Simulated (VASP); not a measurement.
# SiO2 (I4/mmm) in VASP: a series of runs, part 2 of 2

VASP 6.6.1. Earlier steps stand in the parts before.

### 4 Single point, r2SCAN

The input, POSCAR:

```
SiO2
1.0
   -4.4695578484      4.4695578484      2.6157517199
    4.4695578484     -4.4695578484      2.6157517199
    4.4695578484      4.4695578484     -2.6157517199
Si O
4 8
Direct
    0.8230352566      0.8230352566      0.6460705132
    0.1769647434      0.8230352566      0.0000000000
    0.8230352566      0.1769647434      0.0000000000
    0.1769647434      0.1769647434      0.3539294868
    0.0000000000      0.7912401522      0.7912401522
    0.2087598478      0.0000000000      0.2087598478
    0.7912401522      0.0000000000      0.7912401522
    0.0000000000      0.2087598478      0.2087598478
    0.0000000000      0.0000000000      0.5000000000
    0.5000000000      0.0000000000      0.0000000000
    0.0000000000      0.5000000000      0.0000000000
    0.5000000000      0.5000000000      0.5000000000
```

The input, INCAR.step1:

```
SYSTEM = SiO2
PREC = Accurate ; ENCUT = 520
ISMEAR = -1 ; SIGMA = 0.05
LREAL = .False. ; LASPH = .True.
NELM = 60 ; NBANDS = 44
GGA = PE ; ALGO = Normal
EDIFF = 1E-4 ; LWAVE = .True.
LCHARG = .False.
```

The input, INCAR.step2:

```
SYSTEM = SiO2
PREC = Accurate ; ENCUT = 520
EDIFF = 1E-7 ; ISMEAR = -1
SIGMA = 0.05 ; LREAL = .False.
LASPH = .True. ; NELM = 60
ALGO = Normal ; ISIF = 2
LWAVE = .False. ; LCHARG = .False.
METAGGA = R2SCAN ; LMIXTAU = .True.
NBANDS = 44 ; ISTART = 1
```

The input, KPOINTS:

```
Automatic mesh
0
Gamma
  6 6 6
  0 0 0
```

Command:

```sh
cat potpaw_PBE.64/Si/POTCAR potpaw_PBE.64/O/POTCAR > POTCAR
cp INCAR.step1 INCAR
mpirun -np 1 vasp_std > vasp.out
cp INCAR.step2 INCAR
mpirun -np 1 vasp_std > vasp.out
```

It took 52 min on 1 thread of Oxide Virtual Turin-like, shared host; peak memory 0.49 GiB.

The run converged. Its results:

```yaml
Free_energy: -119.0235 eV
Pressure: 0.1 GPa
Largest_force: 0.029 eV/Å
Band_gap_on_the_k_mesh: 6.07 eV
```

Forces in eV/Å, atoms in the order of the input:
```
Si  -0.021 -0.021  0.000
Si  -0.021  0.021  0.000
Si   0.021 -0.021  0.000
Si   0.021  0.021  0.000
O    0.003  0.000  0.000
O    0.000 -0.003  0.000
O    0.000  0.003  0.000
O   -0.003  0.000  0.000
O    0.000  0.000  0.000
O    0.000  0.000  0.000
O    0.000  0.000  0.000
O    0.000  0.000  0.000
```

Levels at points of the mesh, in eV from the valence-band top:
```csv
k point,band 28,band 29,band 30,band 31,band 32,band 33,band 34,band 35,band 36,band 37
"(0.00, 0.00, 0.00)",-1.39,-0.82,-0.68,-0.02,0.00,6.07,8.98,9.55,9.86,10.02
"(0.50, 0.00, 0.00)",-1.15,-1.11,-0.78,-0.59,-0.25,8.27,8.43,9.31,9.94,10.04
"(0.50, 0.50, 0.00)",-0.75,-0.46,-0.38,-0.38,-0.24,7.19,7.62,9.53,9.85,10.50
"(0.50, 0.50, 0.50)",-1.03,-1.03,-0.17,0.00,0.00,8.12,8.46,8.46,8.66,9.60
```

Caveat: the PAW data sets were made with another functional, which shifts forces and pressure a little.

### 5 Relaxation of cell and atoms, PBE

The input, INCAR:

```
PREC     = Accurate       # precision mode
ENCUT    = 600            # plane-wave cutoff, eV
EDIFF    = 1E-7           # SCF threshold, eV
ISMEAR   = -1             # smearing method
SIGMA    = 0.05           # smearing width, eV
LREAL    = F              # projectors in reciprocal space
LASPH    = T              # aspherical terms in the spheres
NELM     = 60             # most SCF steps
ALGO     = Normal         # electronic algorithm
ISIF     = 3              # what is computed and relaxed
LWAVE    = F              # write WAVECAR
LCHARG   = F              # write CHGCAR
GGA      = PE             # functional
IBRION   = 2              # ionic algorithm
NSW      = 60             # ionic steps
EDIFFG   = -0.01          # ionic threshold
```

The input, KPOINTS:

```
Automatic mesh
0
Gamma
  6 6 6
```

The input, POSCAR:

```
SiO2
1.0
   -4.4720405200      4.4720405200      2.6117703500
    4.4720405200     -4.4720405200      2.6117703500
    4.4720405200      4.4720405200     -2.6117703500
Si O
4 8
Direct
    0.8231114200      0.8231114200      0.6462228400
    0.1768885800      0.8231114200      0.0000000000
    0.8231114200      0.1768885800      0.0000000000
    0.1768885800      0.1768885800      0.3537771600
    0.0000000000      0.7914513400      0.7914513400
    0.2085486600      0.0000000000      0.2085486600
    0.7914513400      0.0000000000      0.7914513400
    0.0000000000      0.2085486600      0.2085486600
    0.0000000000      0.0000000000      0.5000000000
    0.5000000000      0.0000000000      0.0000000000
    0.0000000000      0.5000000000      0.0000000000
    0.5000000000      0.5000000000      0.5000000000
```

Command:

```sh
cat potpaw_PBE.64/Si/POTCAR potpaw_PBE.64/O/POTCAR > POTCAR
mpirun -np 1 vasp_std > vasp.out
```

Wall time 21 min (1 thread of Oxide Virtual Turin-like, shared host); peak memory 0.56 GiB.

It converged, with:

```
Free energy                           : -94.8839 eV
Relaxed volume                        : 17.82 Å³/atom
Relaxed cell                          : a = 6.892 Å, b = 6.892 Å, c = 6.892 Å, α = 98.41°, β = 98.41°, γ = 135.03°
Space group after relaxing (to 0.1 Å) : I4/mmm (No. 139)
Energy gained by relaxing             : 4.6 meV/atom
Ionic steps                           : 9
Pressure after relaxing               : 0.0 GPa
Largest force after relaxing          : 0.004 eV/Å
Band gap on the k mesh                : 5.36 eV
```

Forces in eV/Å, atoms in the order of the input:
```
Si  -0.003 -0.003  0.000
Si  -0.003  0.003  0.000
Si   0.003 -0.003  0.000
Si   0.003  0.003  0.000
O   -0.001  0.000  0.000
O    0.000  0.001  0.000
O    0.000 -0.001  0.000
O    0.001  0.000  0.000
O    0.000  0.000  0.000
O    0.000  0.000  0.000
O    0.000  0.000  0.000
O    0.000  0.000  0.000
```

The path:
```csv
step,energy change (eV),largest force (eV/Å),pressure (GPa),volume (Å³)
1,0.0000,0.2022,3.51,208.93
2,0.0368,0.2034,-4.14,220.66
3,-0.0552,0.0181,-0.03,213.95
4,-0.0552,0.0217,0.04,213.85
5,-0.0553,0.0170,0.04,213.83
6,-0.0554,0.0477,0.04,213.76
7,-0.0554,0.0342,0.04,213.78
8,-0.0554,0.0170,0.02,213.79
9,-0.0555,0.0041,0.00,213.81
```

Final structure:
```
Si O
1.0
    -4.50323    4.50323    2.63584
     4.50323   -4.50323    2.63584
     4.50323    4.50323   -2.63584
Si O
4 8
Direct
  0.82304 0.82304 0.64607
  0.17696 0.82304 0.00000
  0.82304 0.17696 0.00000
  0.17696 0.17696 0.35393
  0.00000 0.79062 0.79062
  0.20938 0.00000 0.20938
  0.79062 0.00000 0.79062
  0.00000 0.20938 0.20938
  0.00000 0.00000 0.50000
  0.50000 0.00000 0.00000
  0.00000 0.50000 0.00000
  0.50000 0.50000 0.50000
```

Levels at points of the mesh, in eV from the valence-band top:
| k point | band 30 | band 31 | band 32 | band 33 | band 34 | band 35 |
| --- | --- | --- | --- | --- | --- | --- |
| (0.00, 0.00, 0.00) | -0.66 | -0.02 | 0.00 | 5.36 | 8.26 | 8.41 |
| (0.50, 0.00, 0.00) | -0.74 | -0.57 | -0.25 | 7.52 | 7.69 | 8.59 |
| (0.50, 0.50, 0.00) | -0.38 | -0.37 | -0.24 | 6.50 | 6.89 | 8.49 |
| (0.50, 0.50, 0.50) | -0.18 | 0.00 | 0.00 | 7.45 | 7.45 | 7.57 |

### 6 Overview

```tsv
task	level	cell	cutoff (eV)	gap on the mesh (eV)	pressure (GPa)	relaxed volume (Å³/atom)	largest force (eV/Å)
single point	PBEsol	a = 6.842 Å, angles 98.4, 98.4, 135.1°, 12 atoms, atomic positions A	520	5.53	2.2	-	0.14
relaxation of cell and atoms	RPBE+D3(BJ)	relaxed from a = 6.842 Å, angles 98.4, 98.4, 135.1°, 12 atoms, atomic positions A	600	5.42	0.0	17.62	0.01
single point	r2SCAN	a = 6.841 Å, angles 98.4, 98.4, 135.0°, 12 atoms, atomic positions B	520	6.07	0.1	-	0.03
relaxation of cell and atoms	PBE	relaxed from a = 6.842 Å, angles 98.4, 98.4, 135.1°, 12 atoms, atomic positions A	600	5.36	0.0	17.82	-
```

Alike in all rows: potentials or basis VASP PAW PBE potentials, release 64 (Si, O); no spin polarisation; k mesh 6 × 6 × 6; smearing fermi-dirac 0.05 eV.

Caveats: the PAW data sets were made with another functional, which shifts forces and pressure a little (at least some runs).

Absolute energies hang on the potentials; compare differences alone.
